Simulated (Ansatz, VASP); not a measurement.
## Si: VASP beside Ansatz

```
Si
1.0
     6.85861   -1.90840    0.00196
     6.85861    1.90840    0.00196
    -0.73908    0.00000    6.24714
Si
8
Direct
  0.05526 0.05526 0.87329
  0.94474 0.94474 0.12671
  0.55899 0.55899 0.65324
  0.44101 0.44101 0.34676
  0.21250 0.21250 0.05713
  0.78750 0.78750 0.94287
  0.72705 0.72705 0.58568
  0.27295 0.27295 0.41432
```

Alike in both runs: functional LDA; k mesh 10 × 10 × 6; occupations gaussian, width 0.01 eV; no spin polarisation.

Ansatz relaxed the structure, and its values are those at the end. VASP's run is a single point on that final structure, the one shown.

```csv
,VASP,Ansatz
version,VASP 6.6.1,Ansatz 0.2.0
potentials or method,"VASP PAW LDA potentials, release 64 (Si), cutoff 520 eV","scalar-relativistic, plane waves, PAW"
valence electrons in the cell,32,32
```

VASP gave:

| Quantity | Value |
| --- | --- |
| gap on the k mesh at the Fermi level (eV) | 0.13 |
| least direct gap on the mesh (eV) | 0.41 |
| pressure (GPa) | 0.1 |

Estimate Ansatz's values.

gap on the k mesh at the Fermi level (eV): 0.13; least direct gap on the mesh (eV): 0.41; pressure (GPa): 0.0.

LDA's correlation is that of Perdew and Zunger in VASP and of Perdew and Wang (1992) in Ansatz.
